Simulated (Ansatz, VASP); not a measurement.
**SnSe2 in VASP and in Ansatz**

```
CELL_PARAMETERS angstrom
3.81100 0.00000 0.00000
-1.90550 3.30042 0.00000
0.00000 0.00000 6.13700
ATOMIC_POSITIONS crystal
Sn 0.00000 0.00000 0.00000
Se 0.33333 0.66667 0.25000
Se 0.66667 0.33333 0.75000
```

Alike in both runs: task relaxation of cell and atoms; functional PBE; k mesh 6 × 6 × 4; occupations gaussian, width 0.1 eV; no spin polarisation.

```csv
,VASP,Ansatz
version,VASP 6.6.1,Ansatz 0.2.0
potentials or method,"VASP PAW PBE potentials, release 64 (Sn_d, Se), cutoff 600 eV","scalar-relativistic, plane waves, PAW"
valence electrons in the cell,26,46
```

```tsv
	VASP	Ansatz	Ansatz less VASP
gap on the k mesh at the Fermi level, each at its own relaxed structure (eV)	0.70	0.71	+0.003
relaxed volume (Å³/atom)	29.55	29.43	-0.121
relaxed cell length with the largest relative difference (Å)	3.882	3.876	-0.0064
```

VASP's potentials hold 26 valence electrons a cell and Ansatz's 46, so a difference there can come from the potentials and not from the codes.
